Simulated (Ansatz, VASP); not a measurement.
# Two plane-wave programs on Rh

```
Rh
1.0
     0.00000    2.25627    4.76602
     1.32252    0.00000    4.76602
     1.32252    2.25627    0.00000
Rh
2
Direct
  0.87178 0.87178 0.12822
  0.12822 0.12822 0.87178
```

Alike in both runs: functional PBEsol; k mesh 24 × 24 × 24; occupations gaussian, width 0.1 eV; no spin polarisation.

Ansatz relaxed the structure, and its values are those at the end. VASP's run is a single point on that final structure, the one shown.

|  | VASP | Ansatz |
| --- | --- | --- |
| version | VASP 6.6.1 | Ansatz 0.2.0 |
| potentials or method | VASP PAW PBE potentials, release 64 (Rh_pv), cutoff 500 eV | scalar-relativistic, plane waves, PAW |
| valence electrons in the cell | 30 | 34 |

Ansatz gave:

| Property | Result |
| --- | --- |
| gap on the k mesh at the Fermi level (eV) | none |
| pressure (GPa) | 0.0 |
| rms of the force components (eV/Å) | 0.001 |

**Question.** Estimate VASP's values.

**Answer.** gap on the k mesh at the Fermi level (eV): none; pressure (GPa): 0.0; rms of the force components (eV/Å): 0.004.

VASP's potentials were made for PBE, not for PBEsol. A gap of «none» marks a metal or a gap that the smearing closes. With one functional, cell and mesh, what is left measures potentials, basis and numerics. VASP's potentials hold 30 valence electrons a cell and Ansatz's 34, so a difference there can come from the potentials and not from the codes.
